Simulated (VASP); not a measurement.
A run of VASP 6.6.1 is set up as follows.

File INCAR:

```
SYSTEM = HfN
PREC     = Accurate       ! precision mode
ENCUT    = 600            ! plane-wave cutoff, eV
EDIFF    = 1E-6           ! SCF threshold, eV
ISMEAR   = 0              ! smearing method
SIGMA    = 0.03           ! smearing width, eV
LREAL    = .False.        ! projectors in reciprocal space
LASPH    = .True.         ! aspherical terms in the spheres
NELM     = 120            ! most SCF steps
ALGO     = Normal         ! electronic algorithm
ISIF     = 2              ! what is computed and relaxed
LWAVE    = .False.        ! write WAVECAR
LCHARG   = .False.        ! write CHGCAR
GGA      = PE             ! functional
NBANDS   = 14             ! bands
GGA_COMPAT= .False.
```

Contents of KPOINTS:

```
regular mesh
0
Gamma
  10 10 10
  0 0 0
```

File POSCAR:

```
HfN
1.0
    0.0000000000      2.2560000000      2.2560000000
    2.2560000000      0.0000000000      2.2560000000
    2.2560000000      2.2560000000      0.0000000000
Hf N
1 1
Direct
    0.0000000000      0.0000000000      0.0000000000
    0.5000000000      0.5000000000      0.5000000000
```

Potentials or basis: VASP PAW PBE potentials, release 64 (Hf_pv, N).

Run with:

```bash
$ cat potpaw_PBE.64/Hf_pv/POTCAR potpaw_PBE.64/N/POTCAR > POTCAR
$ mpirun -np 1 vasp_std > vasp.out
```

Q: Predict the band gap on the k mesh.

A: Zero (an odd number of electrons rules out a gap without spin polarisation).

Q: Predict the pressure.

A: 4.1 GPa.

Caveat: the cell stands under pressure; spin-orbit coupling is left out, which moves the levels of the heavy elements.
